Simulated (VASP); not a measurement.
AlGa2P3: relaxation of cell and atoms with PBE

Crystal: AlGa2P3.

```xyz
12
Lattice="3.8497 0.0264 -0.0434 -0.0527 -7.8442 0.0151 -1.8197 1.9639 -8.2946" Properties=species:S:1:pos:R:3 pbc="T T T"
Al    1.7722   -5.9808   -0.0560
Al    1.8446   -1.9243    0.2062
Ga    0.0798   -4.2761   -2.9035
Ga   -0.1009   -0.0786   -2.6684
Ga    2.0920   -6.2208   -5.5096
Ga    1.9264   -2.0817   -5.2957
P     0.0601   -5.7634   -1.4346
P     0.0857   -1.7272   -1.5957
P    -0.0745   -5.6379   -6.8306
P     0.1618   -1.8086   -7.0378
P     1.8652   -3.6522   -4.3393
P     2.0333    0.0899   -4.1526
```

| Quantity | Value |
| --- | --- |
| Program | VASP 6.6.1 |
| Task | relaxation of cell and atoms |
| Functional | PBE |
| Potentials or basis | VASP PAW PBE potentials, release 64 (Al, Ga_d, P) |
| Cutoff | 600 eV |
| k mesh | 4 × 2 × 4 |
| Occupations | gaussian, width 0.1 eV |
| Spin | no spin polarisation |
| Dipole correction | no |
| Further INCAR settings | ALGO = Normal; EDIFF = 1e-07; IBRION = 2; EDIFFG = -0.025; NSW = 80; ISIF = 3 |

```yaml
Relaxed_volume: 20.90 Å³/atom
Relaxed_cell: a = 3.913 Å, b = 7.824 Å, c = 8.646 Å, α = 103.07°, β = 103.08°, γ = 90.01°
Space_group_after_relaxing_to_0.1_Å: I-4m2 (No. 119)
Energy_gained_by_relaxing: 620.4 meV/atom
Ionic_steps: 24
Pressure_after_relaxing: 0.0 GPa
Largest_force_after_relaxing: 0.020 eV/Å
Band_gap_on_the_k_mesh: 1.61 eV (least direct gap 1.72 eV)
```

Forces in eV/Å, atoms in the order of the input:
```
Al  -0.003 -0.009 -0.006
Al   0.001 -0.002  0.011
Ga  -0.001  0.008  0.001
Ga   0.000 -0.010 -0.003
Ga  -0.009  0.003  0.018
Ga   0.001  0.000 -0.013
P    0.010  0.004 -0.002
P   -0.008  0.002  0.004
P    0.005 -0.007  0.008
P    0.000 -0.001 -0.017
P   -0.006  0.018 -0.008
P    0.010 -0.006  0.006
```

The path:
```csv
step,energy change (eV),largest force (eV/Å),pressure (GPa),volume (Å³)
1,0.0000,13.1764,8.57,250.98
2,-3.1852,3.5372,-1.89,291.09
3,-3.5547,3.3643,-2.45,286.98
4,-3.9222,3.1697,-2.93,283.09
5,-5.1144,2.2746,-2.97,267.12
6,-5.0541,2.3426,-1.94,262.82
7,-5.1299,2.2431,-2.71,265.78
8,-6.6762,1.4867,-1.21,256.19
9,-6.9127,1.2163,0.43,250.91
10,-7.2763,0.6576,0.12,250.67
11,-7.2931,0.7493,0.15,250.59
12,-7.3928,0.3666,-0.17,251.25
13,-7.3949,0.3447,-0.20,251.36
14,-7.4153,0.1658,0.08,250.44
15,-7.4179,0.1896,0.23,249.98
16,-7.4278,0.1558,-0.03,250.84
17,-7.4295,0.1558,-0.19,251.37
18,-7.4379,0.0994,-0.04,250.90
19,-7.4402,0.1147,0.09,250.49
20,-7.4441,0.0476,-0.02,250.85
21,-7.4442,0.0525,-0.04,250.90
22,-7.4448,0.0362,0.02,250.72
23,-7.4448,0.0358,0.01,250.76
24,-7.4451,0.0202,0.00,250.77
```

Final structure:
```
Al Ga P
1.0
     3.91281    0.00103   -0.00043
     0.00137   -7.82428    0.00016
    -1.95831    1.95444   -8.19106
Al Ga P
2 4 6
Direct
  0.49906 0.74895 0.99947
  0.50096 0.25036 0.00059
  0.16749 0.58406 0.33350
  0.16554 0.08277 0.33302
  0.83453 0.91732 0.66780
  0.83254 0.41649 0.66572
  0.08171 0.79110 0.16502
  0.08389 0.29188 0.16621
  0.41803 0.95877 0.83523
  0.41647 0.45782 0.83347
  0.75085 0.62596 0.50013
  0.74892 0.12452 0.49984
```

Levels at points of the mesh, in eV from the valence-band top:
| k point | band 41 | band 42 | band 43 | band 44 | band 45 | band 46 | band 47 | band 48 |
| --- | --- | --- | --- | --- | --- | --- | --- | --- |
| (0.00, 0.00, 0.00) | -0.93 | -0.03 | -0.03 | 0.00 | 1.72 | 1.74 | 1.85 | 2.30 |
| (0.50, 0.00, 0.00) | -1.14 | -1.06 | -1.00 | -0.93 | 1.68 | 1.85 | 2.00 | 2.97 |
| (0.00, 0.50, 0.00) | -1.00 | -1.00 | -0.31 | -0.31 | 2.44 | 2.45 | 2.73 | 2.74 |
| (0.50, 0.50, 0.00) | -1.79 | -1.79 | -1.71 | -1.70 | 2.51 | 2.52 | 2.73 | 2.74 |
| (0.00, 0.00, 0.50) | -1.00 | -0.93 | -0.82 | -0.82 | 1.61 | 1.85 | 1.91 | 2.81 |
| (0.50, 0.00, 0.50) | -1.14 | -1.06 | -1.00 | -0.93 | 1.68 | 1.85 | 2.00 | 2.97 |
| (0.00, 0.50, 0.50) | -0.61 | -0.60 | -0.55 | -0.54 | 2.16 | 2.17 | 2.27 | 2.28 |
| (0.50, 0.50, 0.50) | -1.79 | -1.78 | -1.70 | -1.70 | 2.51 | 2.52 | 2.73 | 2.74 |

Run time: 100 min on 1 thread of Oxide Virtual Turin-like Processor, with other jobs on the host, peak memory 0.54 GiB.

A k mesh can miss the band edges.
